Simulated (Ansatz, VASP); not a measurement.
# Cd2S in VASP and in Ansatz

The input POSCAR:

```
Cd2S
1.0
    3.9626700490      0.0000000000      0.0000000000
   -1.9813350245      3.4317729293      0.0000000000
    0.0000000000      0.0000000000      5.8091920000
Cd S
2 1
Direct
    0.3333333333      0.6666666667      0.9327170000
    0.6666666667      0.3333333333      0.5787350000
    0.3333333333      0.6666666667      0.3657050000
```

The input INCAR.step1:

```
ALGO = Normal ; EDIFF = 1E-5
ENCUT = 520 ; GGA = PE
ISIF = 2 ; ISMEAR = -1
LASPH = T ; LREAL = F
LWAVE = T ; NBANDS = 22
NELM = 100 ; PREC = Accurate
SIGMA = 0.05
```

The input INCAR.step2:

```
AEXX = 0.15 ; ALGO = Normal
EDIFF = 1E-6 ; ENCUT = 520
GGA = PE ; ISIF = 2
ISMEAR = -1 ; ISTART = 1
LASPH = T ; LCHARG = T
LELF = T ; LHFCALC = T
LREAL = F ; LVHAR = T
LWAVE = F ; NBANDS = 22
NELM = 100 ; PREC = Accurate
PRECFOCK = Normal ; SIGMA = 0.05
```

The input KPOINTS:

```
k-points
0
Gamma
  5 5 3
```

Contents of input.yaml:

```yaml
crystal:
  lattice:
    - [3.962670049, 0.0, 0.0]
    - [-1.9813350245, 3.4317729293, 0.0]
    - [0.0, 0.0, 5.809192]
  atoms:
    - { symbol: Cd, position: [0.3333333333, 0.6666666667, 0.932717] }
    - { symbol: Cd, position: [0.6666666667, 0.3333333333, 0.578735] }
    - { symbol: S, position: [0.3333333333, 0.6666666667, 0.365705] }
hamiltonian:
  xc: { exchange: pbe, correlation: pbe, exx: { coeff: 0.15 } }
  pseudopotentials: { kind: paw }
kpoints:
  mp_grid: { grid: [5, 5, 3] }
scf:
  occupations: { method: fermi_dirac, width: 0.05 }
output:
  forces: true
  stress: true
  eigenvalues: true
```

Alike in both runs: task single point; functional PBE-based global hybrid with a share of 0.15 of exact exchange; k mesh 5 × 5 × 3; occupations fermi-dirac, width 0.05 eV; no spin polarisation.

|  | VASP | Ansatz |
| --- | --- | --- |
| version | VASP 6.6.1 | Ansatz 0.2.0 |
| potentials or method | VASP PAW PBE potentials, release 64 (Cd, S) | Ansatz PAW |
| plane-wave cutoff (eV) | 520 | 420 |
| valence electrons in the cell | 30 | 46 |

|  | VASP | Ansatz | Ansatz less VASP |
| --- | --- | --- | --- |
| gap on the k mesh at the Fermi level (eV) | 1.62 | 1.58 | -0.044 |
| least direct gap on the mesh (eV) | 1.93 | 1.88 | -0.043 |
| pressure (GPa) | -0.9 | -1.1 | -0.20 |
| traceless stress, the component that is largest in VASP (GPa) | -0.21 | -0.29 | -0.078 |
| rms of the force components (eV/Å) | 0.059 | 0.068 | +0.0093 |

VASP's potentials were made for PBE, not for PBE-based global hybrid. Atom by atom the forces differ by 0.010 eV/Å (rms over components). The functional is the same, so the differences come from potentials, cutoffs and numerics. VASP's potentials hold 30 valence electrons a cell and Ansatz's 46, so a difference there can come from the potentials and not from the codes.

Noted on Ansatz's run: odd divisions of the mesh miss points on the zone boundary, where band edges often lie, so the gap on the mesh can be too wide.
